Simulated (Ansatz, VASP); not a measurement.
**GaN in VASP and in Ansatz**

```
Ga N
1.0
     0.00000    2.22760    2.22760
     2.22760    0.00000    2.22760
     2.22760    2.22760    0.00000
Ga N
1 1
Direct
  0.00000 0.00000 0.00000
  0.25000 0.25000 0.25000
```

Alike in both runs: functional LDA; k mesh 10 × 10 × 10; occupations gaussian, width 0.02 eV; no spin polarisation.

Ansatz relaxed the structure, and its values are those at the end. VASP's run is a single point on that final structure, the one shown.

|  | VASP | Ansatz |
| --- | --- | --- |
| version | VASP 6.6.1 | Ansatz 0.2.0 |
| potentials or method | VASP PAW LDA potentials, release 64 (Ga_d, N), cutoff 600 eV | scalar-relativistic, plane waves, PAW |
| valence electrons in the cell | 18 | 18 |

Ansatz gave:

* gap on the k mesh at the Fermi level (eV): 1.96
* least direct gap on the mesh (eV): 1.96
* pressure (GPa): 0.0

Estimate VASP's values.

gap on the k mesh at the Fermi level (eV): 1.97; least direct gap on the mesh (eV): 1.97; pressure (GPa): 1.0.

Ansatz warns that its potentials were made for another functional, while VASP's fit it. LDA's correlation is that of Perdew and Zunger in VASP and of Perdew and Wang (1992) in Ansatz.
